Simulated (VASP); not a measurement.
Write the native input for VASP 6.6.1 that does the following.

| Quantity | Value |
| --- | --- |
| Task | G0W0 quasiparticle levels |
| Functional | PBE |
| Potentials or basis | VASP PAW PBE potentials, release 64 (B_GW, P_GW) |
| Cutoff | 500 eV |
| k mesh | 6 × 6 × 6 |
| Occupations | gaussian, width 0.01 eV |
| Spin | no spin polarisation |
| Dipole correction | no |
| GW scheme | G0W0 |
| GW iterations | 1 |
| Cutoff of the response function | 140 |
| Frequency points | 96 |
| Empty bands | 87 |
| Further INCAR settings | ALGO = EVGW0; EDIFF = 1e-08; NBANDS = 91 |

BP:

```
B P
1.0
     0.00000    2.26832    2.26832
     2.26832    0.00000    2.26832
     2.26832    2.26832    0.00000
B P
1 1
Direct
  0.00000 0.00000 0.00000
  0.25000 0.25000 0.25000
```

The input as run:

POSCAR

```
BP
1.0
    0.0000000000      2.2683154755      2.2683154755
    2.2683154755      0.0000000000      2.2683154755
    2.2683154755      2.2683154755      0.0000000000
B P
1 1
Direct
    0.0000000000      0.0000000000      0.0000000000
    0.2500000000      0.2500000000      0.2500000000
```

INCAR.step1

```
PREC = Accurate
ENCUT = 500
EDIFF = 1E-8
ISMEAR = 0
SIGMA = 0.01
LREAL = False
LASPH = True
NELM = 60
ALGO = Normal
LWAVE = True
LCHARG = False
GGA = PE
```

INCAR.step2

```
PREC = Accurate
ENCUT = 500
EDIFF = 1E-8
ISMEAR = 0
SIGMA = 0.01
LREAL = False
LASPH = True
NELM = 1
ALGO = Exact
LWAVE = True
LCHARG = False
GGA = PE
NBANDS = 91
LOPTICS = True
ISTART = 1
```

INCAR.step3

```
PREC = Accurate
ENCUT = 500
EDIFF = 1E-8
ISMEAR = 0
SIGMA = 0.01
LREAL = False
LASPH = True
ALGO = EVGW0
LWAVE = False
LCHARG = False
GGA = PE
NELMGW = 1
NBANDS = 91
ENCUTGW = 140.0
NOMEGA = 96
PRECFOCK = Fast
ISTART = 1
NBANDSGW = 12
OMEGAMAX = 20
```

KPOINTS

```
regular mesh
0
Gamma
  6 6 6
```

Potentials or basis: VASP PAW PBE potentials, release 64 (B_GW, P_GW).

The run is started by

```sh
$ cat potpaw_PBE.64/B_GW/POTCAR potpaw_PBE.64/P_GW/POTCAR > POTCAR
$ cp INCAR.step1 INCAR
$ mpirun -np 1 vasp_std > vasp.out
$ cp INCAR.step2 INCAR
$ mpirun -np 1 vasp_std > vasp.out
$ cp INCAR.step3 INCAR
$ mpirun -np 1 vasp_std > vasp.out
```

It gave:

* Quasiparticle gap: 1.97 eV
* Least direct quasiparticle gap: 4.28 eV
* Band gap of the starting levels on the mesh: 1.33 eV
* Least direct gap of the starting levels on the mesh: 3.40 eV

Caveat: the k points lie up to 0.40 Å⁻¹ apart; bands, screening cutoff and mesh are small and nothing is extrapolated, so the quasiparticle values aren't converged.

Wall time 6.3 min on 1 thread of Intel Xeon 8259CL, on a shared host, peak memory 0.42 GiB.
